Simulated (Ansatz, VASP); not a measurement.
# GaN: VASP beside Ansatz

```
Ga N
1.0
     0.00000    2.14083    2.36618
     2.14083    0.00000    2.36618
     2.14083    2.14083    0.00000
Ga N
1 1
Cartesian
  0.0000 0.0000 0.0000
  3.2112 3.2112 3.5493
```

Change from the starting cell: strain -0.050 along x and y, +0.050 along z, atoms carried along.

Alike in both runs: task single point; functional PBE; k mesh 10 × 10 × 10; occupations gaussian, width 0.05 eV; no spin polarisation.

|  | VASP | Ansatz |
| --- | --- | --- |
| version | VASP 6.6.1 | Ansatz 0.2.0 |
| potentials or method | VASP PAW PBE potentials, release 64 (Ga_d, N), cutoff 520 eV | scalar-relativistic, plane waves, PAW |
| valence electrons in the cell | 18 | 18 |

VASP gave:

| Property | Result |
| --- | --- |
| gap on the k mesh at the Fermi level (eV) | 1.84 |
| least direct gap on the mesh (eV) | 1.84 |
| pressure (GPa) | 15.9 |
| traceless stress, the component that is largest in VASP (GPa) | -10.00 |

What did Ansatz give for the same quantities?

gap on the k mesh at the Fermi level (eV): 1.83; least direct gap on the mesh (eV): 1.83; pressure (GPa): 15.9; traceless stress, the component that is largest in VASP (GPa): -9.95.
